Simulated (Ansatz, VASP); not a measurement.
# Two plane-wave programs on InP

The input INCAR:

```
SYSTEM = InP
ALGO     = Normal         ! electronic algorithm
EDIFF    = 1E-7           ! SCF threshold, eV
EDIFFG   = -0.005         ! ionic threshold
ENCUT    = 600            ! plane-wave cutoff, eV
GGA      = PS             ! functional
IBRION   = 2              ! ionic algorithm
ISIF     = 3              ! what is computed and relaxed
ISMEAR   = 0              ! smearing method
LASPH    = .TRUE.         ! aspherical terms in the spheres
LCHARG   = .FALSE.        ! write CHGCAR
LREAL    = .FALSE.        ! projectors in reciprocal space
LWAVE    = .FALSE.        ! write WAVECAR
NELM     = 60             ! most SCF steps
NSW      = 70             ! ionic steps
PREC     = Accurate       ! precision mode
SIGMA    = 0.1            ! smearing width, eV
```

Contents of KPOINTS:

```
k-points
0
G
  8 8 8
  0 0 0
```

The input POSCAR:

```
InP
1.0
    0.0000000000      2.9305000000      2.9305000000
    2.9305000000      0.0000000000      2.9305000000
    2.9305000000      2.9305000000      0.0000000000
In P
1 1
Direct
    0.0000000000      0.0000000000      0.0000000000
    0.2500000000      0.2500000000      0.2500000000
```

Input for Ansatz:

```yaml
crystal:
  lattice:
    - [0.0, 2.9305, 2.9305]
    - [2.9305, 0.0, 2.9305]
    - [2.9305, 2.9305, 0.0]
  atoms:
    - { symbol: In, position: [0.0, 0.0, 0.0] }
    - { symbol: P, position: [0.25, 0.25, 0.25] }
basis:
  ecutwfc: 420
kpoints:
  mp_grid: { grid: [8, 8, 8] }
scf:
  occupations: { method: gaussian, width: 0.1 }
  n_extra_bands: 4
hamiltonian:
  xc: pbesol
  pseudopotentials: { kind: paw, azcp: { folder: soft_1 } }
output:
  eigenvalues: true
  forces: true
  stress: true
relax:
  f_tol: 0.005
  max_steps: 50
  cell: {}
```

Alike in both runs: task relaxation of cell and atoms; functional PBEsol; k mesh 8 × 8 × 8; occupations gaussian, width 0.1 eV; no spin polarisation.

```csv
,VASP,Ansatz
version,VASP 6.6.1,Ansatz 0.2.0
potentials or method,"VASP PAW PBE potentials, release 64 (In_d, P), cutoff 600 eV","plane-wave PAW, scalar-relativistic"
valence electrons in the cell,18,18
```

```csv
,VASP,Ansatz,Ansatz less VASP
relaxed volume (Å³/atom),25.40,25.40,-0.001
relaxed cell length with the largest relative difference (Å),4.157,4.157,0.0000
```

VASP's potentials were made for PBE, not for PBEsol, and Ansatz warns of the same on its side.
